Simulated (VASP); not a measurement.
Set up this calculation in VASP 6.6.1, as the native input.

| Property | Result |
| --- | --- |
| Task | single point |
| Functional | r2SCAN |
| Potentials or basis | VASP PAW PBE potentials, release 64 (Sn_d, Mg) |
| Cutoff | 660 eV |
| k mesh | 9 × 9 × 9 |
| Occupations | fermi-dirac, width 0.1 eV |
| Spin | no spin polarisation |
| Dipole correction | no |
| Further INCAR settings | ALGO = Normal; EDIFF = 1e-06; NBANDS = 16 |

Crystal: Mg2Sn.

```
Sn Mg
1.0
     0.00000    3.41285    3.41285
     3.41285    0.00000    3.41285
     3.41285    3.41285    0.00000
Sn Mg
1 2
Direct
  0.00000 0.00000 0.00000
  0.25000 0.25000 0.25000
  0.75000 0.75000 0.75000
```

One way to write it, as run:

POSCAR

```
Mg2Sn
1.0
    0.0000000000      3.4128490000      3.4128490000
    3.4128490000      0.0000000000      3.4128490000
    3.4128490000      3.4128490000      0.0000000000
Sn Mg
1 2
Direct
    0.0000000000      0.0000000000      0.0000000000
    0.2500000000      0.2500000000      0.2500000000
    0.7500000000      0.7500000000      0.7500000000
```

INCAR.step1

```
SYSTEM = Mg2Sn
  ALGO = Normal
  EDIFF = 1E-5
  ENCUT = 660
  GGA = PE
  GGA_COMPAT = .FALSE.
  ISMEAR = -1
  LASPH = .TRUE.
  LCHARG = .FALSE.
  LREAL = .FALSE.
  LWAVE = .TRUE.
  NBANDS = 16
  NELM = 120
  PREC = Accurate
  SIGMA = 0.1
```

INCAR.step2

```
SYSTEM = Mg2Sn
  ALGO = Normal
  EDIFF = 1E-6
  ENCUT = 660
  GGA_COMPAT = .FALSE.
  ISIF = 2
  ISMEAR = -1
  ISTART = 1
  LASPH = .TRUE.
  LCHARG = .FALSE.
  LMIXTAU = .TRUE.
  LREAL = .FALSE.
  LWAVE = .FALSE.
  METAGGA = R2SCAN
  NBANDS = 16
  NELM = 120
  PREC = Accurate
  SIGMA = 0.1
```

KPOINTS

```
k-points
0
G
  9 9 9
  0 0 0
```

Potentials or basis: VASP PAW PBE potentials, release 64 (Sn_d, Mg).

The run is started by

```console
$ cat potpaw_PBE.64/Sn_d/POTCAR potpaw_PBE.64/Mg/POTCAR > POTCAR
$ cp INCAR.step1 INCAR
$ mpirun -np 1 vasp_std > vasp.out
$ cp INCAR.step2 INCAR
$ mpirun -np 1 vasp_std > vasp.out
```

Results of the run:

```json
{
  "Pressure": "-1.4 GPa"
}
```

Caveat: the PAW data sets were made with another functional, which shifts forces and pressure a little.

Run time: 2.4 min on 1 thread of Intel(R) Xeon(R) Platinum 8488C (Sapphire Rapids) (shared host), peak memory 0.29 GiB.
